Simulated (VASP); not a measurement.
Cd:

```
Cd
1.0
    -3.62795    3.62795    3.62795
     3.62795   -3.62795    3.62795
     3.62795    3.62795   -3.62795
Cd
8
Direct
  0.20600 0.20600 0.20600
  0.50000 0.00000 0.29400
  0.29400 0.50000 0.00000
  0.00000 0.29400 0.50000
  0.79400 0.79400 0.79400
  0.50000 0.00000 0.70600
  0.70600 0.50000 0.00000
  0.00000 0.70600 0.50000
```

- Program: VASP 6.6.1
- Task: relaxation of cell and atoms
- Functional: PBE
- Potentials or basis: VASP PAW PBE potentials, release 64 (Cd)
- Cutoff: 600 eV
- k mesh: 4 × 4 × 4
- Occupations: gaussian, width 0.1 eV
- Spin: no spin polarisation

At the start: pressure 16.2 GPa; volume 23.88 Å³/atom.

Q: How do energy, volume and symmetry change on relaxing?

A: Over 7 steps the energy falls by 341.5 meV/atom and the volume is 32.17 Å³/atom (+34.7 %); space group Ia-3 (No. 206, to 0.05 Å).

Step by step:
| step | energy change (eV) | largest force (eV/Å) | pressure (GPa) | volume (Å³) |
| --- | --- | --- | --- | --- |
| 1 | 0.0000 | 1.0471 | 16.24 | 191.01 |
| 2 | -2.7081 | 0.0847 | -0.37 | 266.00 |
| 3 | -2.7111 | 0.1071 | 0.04 | 260.78 |
| 4 | -2.7116 | 0.1004 | -0.09 | 262.33 |
| 5 | -2.7156 | 0.0900 | -0.07 | 261.83 |
| 6 | -2.7248 | 0.0611 | 0.00 | 260.34 |
| 7 | -2.7324 | 0.0190 | 0.17 | 257.37 |

Final structure:
```xyz
8
Lattice="-4.0071 4.0071 4.0071 4.0071 -4.0071 4.0071 4.0071 4.0071 -4.0071" Properties=species:S:1:pos:R:3 pbc="T T T"
Cd    0.8845    0.8845    0.8845
Cd   -0.8845    3.1226    0.8845
Cd    0.8845   -0.8845    3.1226
Cd    3.1226    0.8845   -0.8845
Cd    3.1226    3.1226    3.1226
Cd    0.8845    4.8917   -0.8845
Cd   -0.8845    0.8845    4.8917
Cd    4.8917   -0.8845    0.8845
```

Caveat: the volume moved by over 15 % at a fixed basis, so the end points are rough.
